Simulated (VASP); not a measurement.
Set up this calculation in VASP 6.6.1, as the native input.

```yaml
Task: single point
Functional: PBE
Potentials_or_basis: VASP PAW PBE potentials, release 64 (Al)
Cutoff: 520 eV
k_mesh: 11 × 11 × 1
Occupations: fermi-dirac, width 0.05 eV
Spin: no spin polarisation
Dipole_correction: yes
Further_INCAR_settings: ALGO = Normal; EDIFF = 1e-06; NBANDS = 20
```

The structure of Al lies in POSCAR:

```
Al
1.0
    2.8270770242      0.0000000000      0.0000000000
   -1.4135385121      2.4483205214      0.0000000000
    0.0000000000      0.0000000000     28.7789896050
Al
7
Direct
    0.3333333300      0.6666666600      0.2606067865
    0.0000000000      0.0000000000      0.3404045243
    0.6666666700      0.3333333400      0.4202022622
    0.0000000000      0.0000000000      0.5000000000
    0.3333333300      0.6666666600      0.5797977378
    0.0000000000      0.0000000000      0.6595954757
    0.6666666700      0.3333333400      0.7393932135
```

One way to write it, as run:

INCAR

```
SYSTEM = Al
  PREC = Accurate
  ENCUT = 520
  EDIFF = 1E-6
  ISMEAR = -1
  SIGMA = 0.05
  LREAL = .FALSE.
  LASPH = .TRUE.
  NELM = 100
  ALGO = Normal
  ISIF = 2
  LWAVE = .FALSE.
  LCHARG = .FALSE.
  LDIPOL = .TRUE.
  IDIPOL = 3
  DIPOL = 0.5 0.5 0.500
  GGA = PE
  NBANDS = 20
```

KPOINTS

```
regular mesh
0
G
  11 11 1
  0 0 0
```

Potentials or basis: VASP PAW PBE potentials, release 64 (Al).

Launch:

```console
$ cat potpaw_PBE.64/Al/POTCAR > POTCAR
$ mpirun -np 1 vasp_std > vasp.out
```

It gave:

| Item | Value |
| --- | --- |
| Largest force | 0.162 eV/Å |

Run time: 95 s on 1 thread of Intel(R) Xeon(R) Platinum 8488C (Sapphire Rapids), with other jobs on the host, peak memory 0.34 GiB.
